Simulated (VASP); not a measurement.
**Si: single point with LDA**

Si:

```
Si
1.0
     2.73491    0.00000    0.00000
    -1.36746    2.36850    0.00000
     0.00000    0.00000    4.61328
Si
2
Direct
  0.33333 0.66667 0.25000
  0.66667 0.33333 0.75000
```

This cell differs from its parent crystal: volume scaled by 1.08.

| Item | Value |
| --- | --- |
| Program | VASP 6.6.1 |
| Task | single point |
| Functional | LDA |
| Potentials or basis | VASP PAW LDA potentials, release 64 (Si) |
| Cutoff | 520 eV |
| k mesh | 15 × 15 × 8 |
| Occupations | fermi-dirac, width 0.1 eV |
| Spin | no spin polarisation |
| Dipole correction | no |
| Further INCAR settings | ALGO = Normal; EDIFF = 1e-06; NBANDS = 11 |

| Property | Result |
| --- | --- |
| Pressure | -6.3 GPa |
| Band gap on the k mesh | zero (band 4 reaches 18.00 eV, above the bottom of band 5 at 6.26 eV) |

Stress tensor (GPa, compression positive):
```
-6.78  0.00  0.00
 0.00 -6.78  0.00
 0.00  0.00 -5.32
```

Levels at points of the mesh, in eV from the Fermi level:
| k point | band 1 | band 2 | band 3 | band 4 | band 5 | band 6 | band 7 | band 8 | band 9 |
| --- | --- | --- | --- | --- | --- | --- | --- | --- | --- |
| (0.00, 0.00, 0.00) | -14.11 | -7.95 | -6.82 | 8.29 | 8.29 | 9.73 | 9.73 | 9.95 | 10.87 |
| (0.00, 0.00, 0.50) | -12.42 | -12.42 | 0.67 | 0.67 | 9.50 | 9.50 | 9.50 | 9.50 | 11.73 |

It took 14 s on 1 thread of AMD EPYC 9R45 96-Core Processor (Zen 5), on a shared host, peak memory 0.11 GiB.
